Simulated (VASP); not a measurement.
A run of VASP 6.6.1 is set up as follows.

POSCAR

```
C
1.0
    0.0000000000      1.7566490000      1.8101510000
    1.7566490000      0.0000000000      1.8101510000
    1.7566490000      1.7566490000      0.0000000000
C
2
Direct
    0.5000000000      0.5000000000      0.5000000000
    0.7500000000      0.7500000000      0.7500000000
```

Contents of INCAR.step1:

```
SYSTEM = C
PREC     = Accurate       ! precision mode
ENCUT    = 1430           ! plane-wave cutoff, eV
ISMEAR   = 0              ! smearing method
SIGMA    = 0.05           ! smearing width, eV
LREAL    = .False.        ! projectors in reciprocal space
LASPH    = .True.         ! aspherical terms in the spheres
NELM     = 120            ! most SCF steps
NBANDS   = 11             ! bands
GGA      = PE             ! functional
ALGO     = Normal         ! electronic algorithm
EDIFF    = 1E-5           ! SCF threshold, eV
LWAVE    = .True.         ! write WAVECAR
LCHARG   = .False.        ! write CHGCAR
GGA_COMPAT= .False.
```

The input INCAR.step2:

```
SYSTEM = C
PREC     = Accurate       ! precision mode
ENCUT    = 1430           ! plane-wave cutoff, eV
EDIFF    = 1E-6           ! SCF threshold, eV
ISMEAR   = 0              ! smearing method
SIGMA    = 0.05           ! smearing width, eV
LREAL    = .False.        ! projectors in reciprocal space
LASPH    = .True.         ! aspherical terms in the spheres
NELM     = 120            ! most SCF steps
ALGO     = Normal         ! electronic algorithm
ISIF     = 2              ! what is computed and relaxed
LWAVE    = .False.        ! write WAVECAR
LCHARG   = .False.        ! write CHGCAR
METAGGA  = R2SCAN         ! meta-GGA
LMIXTAU  = .True.       
NBANDS   = 11             ! bands
ISTART   = 1            
GGA_COMPAT= .False.
```

The input KPOINTS:

```
regular mesh
0
Gamma
  12 12 12
  0 0 0
```

Potentials or basis: VASP PAW PBE potentials, release 64 (C_h).

The run is started by

```console
$ cat potpaw_PBE.64/C_h/POTCAR > POTCAR
$ cp INCAR.step1 INCAR
$ mpirun -np 1 vasp_std > vasp.out
$ cp INCAR.step2 INCAR
$ mpirun -np 1 vasp_std > vasp.out
```

**Question.** Estimate the band gap on the k mesh.

**Answer.** 4.01 eV (least direct gap 5.63 eV).

**Question.** What does it give for the pressure?

**Answer.** 3.9 GPa.

Stress tensor (GPa, compression positive):
```
 14.28   0.00   0.00
  0.00  14.28   0.00
  0.00   0.00 -16.81
```

Caveat: the cell differs from its parent crystal (strain -0.015 along x and y, +0.015 along z); the stress differs along the axes, from -17 to 14 GPa; the PAW data sets were made with another functional, which shifts forces and pressure a little. A k mesh can miss the band edges.
